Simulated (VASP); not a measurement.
Wanted: the native input for a VASP 6.6.1 run.

| Item | Value |
| --- | --- |
| Task | single point |
| Functional | LDA |
| Potentials or basis | VASP PAW LDA potentials, release 64 (Pd) |
| Cutoff | 500 eV |
| k mesh | 10 × 10 × 10 |
| Occupations | fermi-dirac, width 0.05 eV |
| Spin | no spin polarisation |
| Dipole correction | no |
| Further INCAR settings | ALGO = Normal; EDIFF = 1e-06; NBANDS = 11 |

The structure of Pd lies in POSCAR:

```
Pd
1.0
    1.5267831652      1.5267831652      1.5267831652
   -1.5267831652      1.5267831652      1.5267831652
   -1.5267831652     -1.5267831652      1.5267831652
Pd
1
Direct
    0.0000000000      0.0000000000      0.0000000000
```

One way to write it, as run:

INCAR

```
ALGO = Normal
EDIFF = 1E-6
ENCUT = 500
GGA_COMPAT = F
ISIF = 2
ISMEAR = -1
LASPH = T
LCHARG = F
LREAL = F
LWAVE = F
NBANDS = 11
NELM = 120
PREC = Accurate
SIGMA = 0.05
```

KPOINTS

```
k-points
0
Gamma
  10 10 10
```

Potentials or basis: VASP PAW LDA potentials, release 64 (Pd).

The run is started by

```bash
$ cat potpaw_LDA.64/Pd/POTCAR > POTCAR
$ mpirun -np 1 vasp_std > vasp.out
```

It gave:

```
Pressure               : 0.3 GPa
Band gap on the k mesh : zero (band 5 reaches 10.85 eV, above the bottom of band 6 at 9.17 eV)
```

It took 7.9 s on 1 thread of AMD EPYC 9R45 (Zen 5), on a shared host, peak memory 0.08 GiB.
